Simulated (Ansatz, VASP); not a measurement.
## SnO2 in VASP and in Ansatz

```
Sn O
1.0
     3.36284    0.00000    0.00000
    -1.68142    2.91231    0.00000
     0.00000    0.00000    9.98731
Sn O
2 4
Cartesian
  0.0000 0.0000 4.9937
  0.0000 0.0000 0.0000
  1.6814 0.9708 4.0128
  1.6814 0.9708 0.9809
  0.0000 1.9415 5.9745
  0.0000 1.9415 9.0065
```

Alike in both runs: task single point; functional PBE; dispersion D3(BJ); k mesh 12 × 12 × 4; occupations gaussian, width 0.05 eV; no spin polarisation.

```csv
,VASP,Ansatz
version,VASP 6.6.1,Ansatz 0.2.0
potentials or method,"VASP PAW PBE potentials, release 64 (Sn_d, O), cutoff 520 eV","scalar-relativistic, plane waves, PAW"
valence electrons in the cell,52,52
```

Ansatz gave:

```
gap on the k mesh at the Fermi level (eV)                     : 1.12
least direct gap on the mesh (eV)                             : 1.43
pressure (GPa)                                                : -10.3
traceless stress, the component that is largest in VASP (GPa) : 8.61
rms of the force components (eV/Å)                            : 0.191
```

Question: What did VASP give for the same quantities?

Answer: gap on the k mesh at the Fermi level (eV): 1.10; least direct gap on the mesh (eV): 1.41; pressure (GPa): -9.8; traceless stress, the component that is largest in VASP (GPa): 8.30; rms of the force components (eV/Å): 0.172.

Atom by atom the forces differ by 0.019 eV/Å (rms over components).
